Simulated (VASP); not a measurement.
Write the native input for VASP 6.6.1 that does the following.

* Task: single point
* Functional: PBE
* Potentials or basis: VASP PAW PBE potentials, release 64 (Ba_sv, S)
* Cutoff: 520 eV
* k mesh: 6 × 6 × 6
* Occupations: gaussian, width 0.1 eV
* Spin: no spin polarisation
* Dipole correction: no
* Further INCAR settings: ALGO = Normal; EDIFF = 1e-06; NBANDS = 15

The structure of BaS lies in POSCAR:

```
BaS
1.0
    4.3676983515     -0.0000000024      0.0000000000
   -2.1838491736      3.7825377297      0.0000000000
    0.0000000000      0.0000000000      3.9656815600
Ba S
1 1
Direct
    0.0000000000      0.0000000000      0.5000000000
    0.6666666667      0.3333333333      0.0000000000
```

These files were run (other wordings do the same):

INCAR

```
SYSTEM = BaS
PREC = Accurate
ENCUT = 520
EDIFF = 1E-6
ISMEAR = 0
SIGMA = 0.1
LREAL = .False.
LASPH = .True.
NELM = 100
ALGO = Normal
ISIF = 2
LWAVE = .False.
LCHARG = .False.
GGA = PE
NBANDS = 15
```

KPOINTS

```
Automatic mesh
0
Gamma
  6 6 6
  0 0 0
```

Potentials or basis: VASP PAW PBE potentials, release 64 (Ba_sv, S).

Command:

```sh
$ cat potpaw_PBE.64/Ba_sv/POTCAR potpaw_PBE.64/S/POTCAR > POTCAR
$ mpirun -np 1 vasp_std > vasp.out
```

It gave:

```json
{"Pressure": "0.7 GPa", "Band gap on the k mesh": "1.96 eV, direct"}
```

Caveat: spin-orbit coupling is left out, which moves the levels of the heavy elements.

It took 11 s on 1 thread of Intel(R) Xeon(R) 6975P-C (Granite Rapids) (shared host), peak memory 0.18 GiB.
